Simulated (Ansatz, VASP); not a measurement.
## Two plane-wave programs on TiAl3

```
CELL_PARAMETERS angstrom
2.79478 0.00000 0.00000
0.00000 2.79478 0.00000
0.00000 0.00000 9.33932
ATOMIC_POSITIONS crystal
Ti 0.00000 0.00000 0.50000
Al 0.50000 0.50000 0.71515
Al 0.50000 0.50000 0.28485
Al 0.50000 0.50000 0.00000
```

Alike in both runs: functional PBE; k mesh 16 × 16 × 6; occupations gaussian, width 0.1 eV; no spin polarisation.

Ansatz relaxed the structure, and its values are those at the end. VASP's run is a single point on that final structure, the one shown.

```csv
,VASP,Ansatz
version,VASP 6.6.1,Ansatz 0.2.0
potentials or method,"VASP PAW PBE potentials, release 64 (Ti_sv, Al), cutoff 520 eV","scalar-relativistic, plane waves, PAW"
valence electrons in the cell,21,21
```

```csv
,VASP,Ansatz,Ansatz less VASP
gap on the k mesh at the Fermi level (eV),none,none,-
pressure (GPa),0.0,0.0,0.00
```

A gap of «none» marks a metal or a gap that the smearing closes.
